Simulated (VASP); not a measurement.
# BP (F-43m) in VASP: further runs

BP is run at these levels: PBE; tasks: single point.

Everything below comes from runs of VASP 6.6.1. Logs are shortened: lines on timing, memory, paths and dates and some standing lists are left out, and cuts for length are marked.

## Step 1: The cell of the first run

Symmetry: F-43m, No. 216, cubic system. Conventional cell: a = 4.538 Å, b = 4.538 Å, c = 4.538 Å, α = 90.00°, β = 90.00°, γ = 90.00°. P (site symmetry -43m) has 4 B at 1.97 Å within 2.6 Å. B (site symmetry -43m) has 4 P at 1.97 Å within 2.6 Å.

## Step 2: Single point, PBE

File INCAR:

```
SYSTEM = BP
ALGO = Normal
EDIFF = 1E-6
ENCUT = 500
GGA = PE
GGA_COMPAT = .FALSE.
ISIF = 2
ISMEAR = 0
LASPH = .TRUE.
LCHARG = .FALSE.
LREAL = .FALSE.
LWAVE = .FALSE.
NBANDS = 11
NELM = 120
PREC = Accurate
SIGMA = 0.026000000000000002
```

File KPOINTS:

```
k-points
0
G
  10 10 10
  0 0 0
```

File POSCAR:

```
BP
1.0
    0.0000000000      2.2690000000      2.2690000000
    2.2690000000      0.0000000000      2.2690000000
    2.2690000000      2.2690000000      0.0000000000
P B
1 1
Direct
    0.7500000000      0.7500000000      0.7500000000
    0.0000000000      0.0000000000      0.0000000000
```

Potentials or basis: VASP PAW PBE potentials, release 64 (P, B).

The run is started by

```sh
> cat potpaw_PBE.64/P/POTCAR potpaw_PBE.64/B/POTCAR > POTCAR
> mpirun -np 1 vasp_std > vasp.out
```

OUTCAR:

```text
SYSTEM = BP
   EDIFF = 1E-6
   ENCUT = 500
   GGA = PE
   ISIF = 2
   ISMEAR = 0
   LASPH = .TRUE.
   LREAL = .FALSE.
   NELM = 120
   PREC = Accurate

 ion  position               nearest neighbor table
   1  0.750  0.750  0.750-   2 1.97   2 1.97   2 1.97   2 1.97
   2  0.000  0.000  0.000-   1 1.97   1 1.97   1 1.97   1 1.97

  LATTYP: Found a face centered cubic cell.
 ALAT       =     4.5380000000

  Lattice vectors:

 A1 = (   0.0000000000,   2.2690000000,   2.2690000000)
 A2 = (   2.2690000000,   0.0000000000,   2.2690000000)
 A3 = (   2.2690000000,   2.2690000000,   0.0000000000)

Analysis of symmetry for initial positions (statically):
=====================================================================
 Subroutine PRICEL returns:
 Original cell was already a primitive cell.

 Routine SETGRP: Setting up the symmetry group for a
 face centered cubic supercell.

 Subroutine GETGRP returns: Found 24 space group operations
 (whereof 24 operations were pure point group operations)
 out of a pool of 48 trial point group operations.

The static configuration has the point symmetry T_d .

Analysis of symmetry for dynamics (positions and initial velocities):
=====================================================================
 Subroutine PRICEL returns:
 Original cell was already a primitive cell.

 Routine SETGRP: Setting up the symmetry group for a
 face centered cubic supercell.

 Subroutine GETGRP returns: Found 24 space group operations
 (whereof 24 operations were pure point group operations)
 out of a pool of 48 trial point group operations.

The dynamic configuration has the point symmetry T_d .

 Subroutine INISYM returns: Found 24 space group operations
 (whereof 24 operations are pure point group operations),
 and found     1 'primitive' translations

----------------------------------------------------------------------------------------

                                     Primitive cell

  volume of cell :      23.3633

  direct lattice vectors                    reciprocal lattice vectors
     0.000000000  2.269000000  2.269000000    -0.220361393  0.220361393  0.220361393
     2.269000000  0.000000000  2.269000000     0.220361393 -0.220361393  0.220361393
     2.269000000  2.269000000  0.000000000     0.220361393  0.220361393 -0.220361393

  length of vectors
     3.208850573  3.208850573  3.208850573     0.381677128  0.381677128  0.381677128

  position of ions in fractional coordinates (direct lattice)
     0.750000000  0.750000000  0.750000000
     0.000000000  0.000000000  0.000000000

  ion indices of the primitive-cell ions
   primitive index   ion index
                 1           1
                 2           2

----------------------------------------------------------------------------------------

 KPOINTS: k-points

Automatic generation of k-mesh.
 Grid dimensions read from file:
 generate k-points for:   10   10   10

 Generating k-lattice:

  Cartesian coordinates                     Fractional coordinates (reciprocal lattice)
    -0.022036139  0.022036139  0.022036139     0.100000000  0.000000000  0.000000000
     0.022036139 -0.022036139  0.022036139     0.000000000  0.100000000  0.000000000
     0.022036139  0.022036139 -0.022036139     0.000000000  0.000000000  0.100000000

  Length of vectors
     0.038167713  0.038167713  0.038167713

  Shift w.r.t. Gamma in fractional coordinates (k-lattice)
     0.000000000  0.000000000  0.000000000

 Subroutine IBZKPT returns following result:
 ===========================================

 Found     47 irreducible k-points:

 Following reciprocal coordinates:
            Coordinates               Weight
  0.000000  0.000000  0.000000      1.000000
  0.100000  0.000000  0.000000      8.000000
  0.200000  0.000000  0.000000      8.000000
  0.300000  0.000000  0.000000      8.000000
  0.400000  0.000000  0.000000      8.000000
  0.500000  0.000000  0.000000      4.000000
[... 16 lines left out ...]
  0.300000  0.300000  0.000000      6.000000
  0.400000  0.300000  0.000000     24.000000
 [... further k-points ...]
   k-points           NKPTS =     47   k-points in BZ     NKDIM =     47   number of bands    NBANDS=     11
   number of dos      NEDOS =    301   number of ions     NIONS =      2
   total plane-waves  NPLWV =  13824
   dimension x,y,z NGX =    24 NGY =   24 NGZ =   24
   dimension x,y,z NGXF=    48 NGYF=   48 NGZF=   48
   ions per type =               1   1
   NGX,Y,Z   is equivalent  to a cutoff of  12.43, 12.43, 12.43 a.u.
   NGXF,Y,Z  is equivalent  to a cutoff of  24.87, 24.87, 24.87 a.u.
 SYSTEM =  BP
   PREC   = accura    normal or accurate (medium, high low for compatibility)
   ISTART =      0    job   : 0-new  1-cont  2-samecut
   ICHARG =      2    charge: 1-file 2-atom 10-const
   ISPIN  =      1    spin polarized calculation?
   LNONCOLLINEAR =      F non collinear calculations
   LSORBIT =      F    spin-orbit coupling
   LASPH  =      T    aspherical Exc in radial PAW
   ENCUT  =  500.0 eV  36.75 Ry    6.06 a.u.   5.85  5.85  5.85*2*pi/ulx,y,z
   NELM   =    120;   NELMIN=  2; NELMDL= -5     # of ELM steps
   EDIFF  = 0.1E-05   stopping-criterion for ELM
   LREAL  =      F    real-space projection
   EDIFFG = 0.1E-04   stopping-criterion for IOM
   NSW    =      0    number of steps for IOM
   IBRION =     -1    ionic relax: 0-MD 1-quasi-New 2-CG
   NFREE  =      0    steps in history (QN), initial steepest desc. (CG)
   ISIF   =      2    stress and relaxation
   ISYM   =      2    0-nonsym 1-usesym 2-fastsym
   POTIM  = 0.5000    time-step for ionic-motion
   TEBEG  =    0.0;   TEEND  =   0.0 temperature during run
   PSTRESS=    0.0 pullay stress
   NELECT =       8.0000    total number of electrons
   NUPDOWN=      -1.0000    fix difference up-down
   EMIN   =  10.00;   EMAX   =-10.00  energy-range for DOS
   EFERMI =   0.00;   METHOD = LEGACY
   ISMEAR =     0;   SIGMA  =   0.03  broadening in eV -4-tet -1-fermi 0-gaus
   EFERMI_NEDOS =   21; number of points for ismear=-14 and -15
   IALGO  =     38    algorithm
   IMIX   =      4    mixing-type and parameters
     AMIX     =   0.40;   BMIX     =  1.00
     AMIX_MAG =   1.60;   BMIX_MAG =  1.00
  volume/ion in A,a.u.               =      11.68        78.83
  Fermi-wavevector in a.u.,A,eV,Ry     =   1.145320  2.164342 17.847562  1.311759
  Thomas-Fermi vector in A             =   2.282009
   LORBIT       =      0    0 simple, 1 ext, 2 COOP (PROOUT), +10 PAW based schemes
   GGA     = PE    functional components
   LHFCALC =     F    Hartree Fock is set to
   AEXX    =    0.0000 exact exchange contribution
   IVDW    =     0    specifies the selected vdW correction
   LEPSILON=     F    determine dielectric tensor
   LRPA    =     F    only Hartree local field effects (RPA)
 non-spin polarized calculation
 Gauss-broadening in eV      SIGMA  =   0.03
  energy-cutoff  :      500.00
  volume of cell :       23.36
 maximum number of plane-waves:       609
   NGX = 11   NGY = 11   NGZ = 11

 number of electron       8.0000000 magnetization

 Free energy of the ion-electron system (eV)
  ---------------------------------------------------
  ext. energy  EPLUGINS =         0.00000000
  ---------------------------------------------------
  free energy    TOTEN  =       -12.93015638 eV

  energy without entropy =      -12.93015638  energy(sigma->0) =      -12.93015638

 E-fermi :   7.5676     XC(G=0): -10.9072

 val. band max:        7.4329391995   @ k =   0.0000   0.0000   0.0000
 cond. band min:       8.6722004007   @ k =   0.4000   0.4000   0.0000
 fundamental gap:      1.2392612013
 Fermi energy:         7.5676372048

 k-point     1 :       0.0000    0.0000    0.0000
  band No.  band energies     occupation
      1      -8.0275      2.00000
      2       7.4329      2.00000
      3       7.4329      2.00000
      4       7.4329      2.00000
      5      10.8336      0.00000
      6      10.8336      0.00000
      7      10.8336      0.00000
      8      14.8073      0.00000
      9      18.9457      0.00000
     10      19.5616      0.00000
     11      19.5616      0.00000

 k-point     2 :       0.1000    0.0000    0.0000
  band No.  band energies     occupation
      1      -7.8473      2.00000
      2       6.1311      2.00000
      3       7.1382      2.00000
      4       7.1382      2.00000
      5      11.2419      0.00000
      6      11.2419      0.00000
      7      11.2704      0.00000
      8      15.3283      0.00000
      9      18.8777      0.00000
     10      18.8777      0.00000
     11      19.5144      0.00000

 k-point     3 :       0.2000    0.0000    0.0000
  band No.  band energies     occupation
      1      -7.3137      2.00000
      2       3.7894      2.00000
      3       6.5792      2.00000
      4       6.5792      2.00000
      5      11.4681      0.00000
      6      11.9617      0.00000
      7      11.9617      0.00000
      8      16.5014      0.00000
      9      18.2768      0.00000
     10      18.2768      0.00000
     11      20.3746      0.00000

 k-point     4 :       0.3000    0.0000    0.0000
  band No.  band energies     occupation
      1      -6.4566      2.00000
      2       1.4300      2.00000
      3       6.0901      2.00000
      4       6.0901      2.00000
      5      11.3743      0.00000
      6      12.2909      0.00000
      7      12.2909      0.00000
      8      17.4121      0.00000
      9      18.8536      0.00000
     10      18.8536      0.00000
     11      20.6373      0.00000

 k-point     5 :       0.4000    0.0000    0.0000
  band No.  band energies     occupation
      1      -5.3893      2.00000
      2      -0.5904      2.00000
      3       5.7801      2.00000
      4       5.7801      2.00000
      5      11.2592      0.00000
      6      12.2218      0.00000
      7      12.2218      0.00000
      8      17.5970      0.00000
      9      20.5457      0.00000
     10      20.5457      0.00000
     11      21.5325      0.00000
[... 211 lines left out ...]
 k-point    21 :      -0.3000    0.2000    0.0000
  band No.  band energies     occupation
      1      -5.1658      2.00000
      2       0.4511      2.00000
      3       2.7738      2.00000
      4       5.5137      2.00000
      5      11.3278      0.00000
      6      13.5672      0.00000
      7      14.3496      0.00000
      8      16.7733      0.00000
      9      17.8140      0.00000
     10      20.1077      0.00000
     11      24.4129      0.00000

 k-point    22 :      -0.2000    0.2000    0.0000
  band No.  band energies     occupation
      1      -6.1651      2.00000
      2       2.1841      2.00000
      3       3.2612      2.00000
      4       6.1894      2.00000
      5      11.9078      0.00000
      6      12.7495      0.00000
      7      13.8203      0.00000
      8      15.7722      0.00000
      9      16.9353      0.00000
     10      21.0503      0.00000
     11      23.2380      0.00000

 k-point    23 :       0.3000    0.3000    0.0000
  band No.  band energies     occupation
      1      -5.9128      2.00000
      2       2.6006      2.00000
      3       4.2124      2.00000
      4       4.2124      2.00000
      5       8.9572      0.00000
      6      11.3432      0.00000
      7      16.2983      0.00000
      8      16.2983      0.00000
      9      20.4927      0.00000
     10      21.8177      0.00000
     11      23.9730      0.00000

 k-point    24 :       0.4000    0.3000    0.0000
  band No.  band energies     occupation
      1      -5.0879      2.00000
      2       1.2729      2.00000
      3       3.3846      2.00000
      4       3.9178      2.00000
      5       9.2445      0.00000
      6      11.0562      0.00000
      7      16.9124      0.00000
      8      16.9207      0.00000
      9      21.4340      0.00000
     10      22.6950      0.00000
     11      24.4915      0.00000

 [... further k-points ...]

------------------------ aborting loop because EDIFF is reached ----------------------------------------

  FORCE on cell =-STRESS in cart. coord.  units (eV):
  Direction    XX          YY          ZZ          XY          YZ          ZX
  --------------------------------------------------------------------------------------
  -------------------------------------------------------------------------------------
  Total        0.1309629      0.1309629      0.1309629      0.0000000     -0.0000000      0.0000000
  in kB        8.9810133      8.9810133      8.9810133      0.0000000     -0.0000000      0.0000000
  external PRESSURE =       8.9810133 kB  Pullay stress =       0.0000000 kB

 VOLUME and BASIS-vectors are now :
 -----------------------------------------------------------------------------
  energy-cutoff  :      500.00
  volume of cell :       23.36
      direct lattice vectors                 reciprocal lattice vectors
     0.000000000  2.269000000  2.269000000    -0.220361393  0.220361393  0.220361393
     2.269000000  0.000000000  2.269000000     0.220361393 -0.220361393  0.220361393
     2.269000000  2.269000000  0.000000000     0.220361393  0.220361393 -0.220361393

 POSITION                                       TOTAL-FORCE (eV/Angst)
 -----------------------------------------------------------------------------------
      3.40350      3.40350      3.40350        -0.000000      0.000000      0.000000
      0.00000      0.00000      0.00000         0.000000     -0.000000     -0.000000
 -----------------------------------------------------------------------------------
    total drift:                               -0.000000     -0.000000     -0.000000

  FREE ENERGIE OF THE ION-ELECTRON SYSTEM (eV)
  ---------------------------------------------------
  free  energy   TOTEN  =       -12.9301563802 eV

  energy  without entropy=      -12.9301563802  energy(sigma->0) =      -12.93015638
```

It took 12 s on 1 thread of Intel Xeon 8259CL, shared host; peak memory 0.14 GiB.

What came out:

```
Free energy            : -12.9302 eV
Pressure               : 0.9 GPa
Band gap on the k mesh : 1.24 eV, indirect (least direct gap 3.40 eV)
```

A k mesh can miss the band edges. Expect the measured gap to be larger: semilocal functionals such as PBE lack the derivative discontinuity.

## Step 3: Single point, PBE

File INCAR:

```
ALGO = Normal
EDIFF = 1E-6
ENCUT = 500
GGA = PE
GGA_COMPAT = False
ISIF = 2
ISMEAR = 0
LASPH = True
LCHARG = True
LELF = True
LREAL = False
LVHAR = True
LWAVE = False
NBANDS = 11
NELM = 120
PREC = Accurate
SIGMA = 0.028000000000000004
```

File KPOINTS:

```
k-points
0
Gamma
  10 10 10
```

POSCAR is that of step 2.

Potentials or basis: VASP PAW PBE potentials, release 64 (P, B).

The run is started by

```sh
> cat potpaw_PBE.64/P/POTCAR potpaw_PBE.64/B/POTCAR > POTCAR
> mpirun -np 1 vasp_std > vasp.out
```

Wall time 12 s (1 thread of Intel Xeon 8259CL, shared host); peak memory 0.14 GiB.

Results (log left out):

| Property | Result |
| --- | --- |
| Free energy | -12.9302 eV |
| Pressure | 0.9 GPa |
| Band gap on the k mesh | 1.24 eV, indirect (least direct gap 3.40 eV) |

Levels at points of the mesh, in eV from the valence-band top:
```tsv
k point	band 1	band 2	band 3	band 4	band 5	band 6	band 7	band 8
(0.00, 0.00, 0.00)	-15.46	0.00	0.00	0.00	3.40	3.40	3.40	7.37
(0.50, 0.00, 0.00)	-12.14	-9.03	-1.76	-1.76	3.78	4.71	4.71	10.13
(0.50, 0.50, 0.00)	-10.61	-8.58	-4.11	-4.11	1.33	1.66	12.12	12.12
```

(Continued in part 2 of 2.)
